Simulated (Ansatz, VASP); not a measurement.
Mg2S3: VASP beside Ansatz

```
Mg S
1.0
     1.92684    1.11246    7.47007
    -1.92684    1.11246    7.47007
     0.00000   -2.22493    7.47007
Mg S
2 3
Direct
  0.40128 0.40128 0.40128
  0.59872 0.59872 0.59872
  0.00000 0.00000 0.00000
  0.21305 0.21305 0.21305
  0.78695 0.78695 0.78695
```

Alike in both runs: functional PBE; k mesh 12 × 12 × 12; occupations gaussian, width 0.1 eV; no spin polarisation.

Ansatz relaxed the structure, and its values are those at the end. VASP's run is a single point on that final structure, the one shown.

```csv
,VASP,Ansatz
version,VASP 6.6.1,Ansatz 0.2.0
potentials or method,"VASP PAW PBE potentials, release 64 (Mg, S), cutoff 520 eV","scalar-relativistic, plane waves, PAW"
valence electrons in the cell,22,38
```

Ansatz gave:

* gap on the k mesh at the Fermi level (eV): none
* pressure (GPa): 0.0
* rms of the force components (eV/Å): 0.001

Task: What did VASP give for the same quantities?

Result: gap on the k mesh at the Fermi level (eV): none; pressure (GPa): -0.2; rms of the force components (eV/Å): 0.005.

A gap of «none» marks a metal or a gap that the smearing closes. The functional is the same, so the differences come from potentials, cutoffs and numerics. VASP's potentials hold 22 valence electrons a cell and Ansatz's 38, so a difference there can come from the potentials and not from the codes.
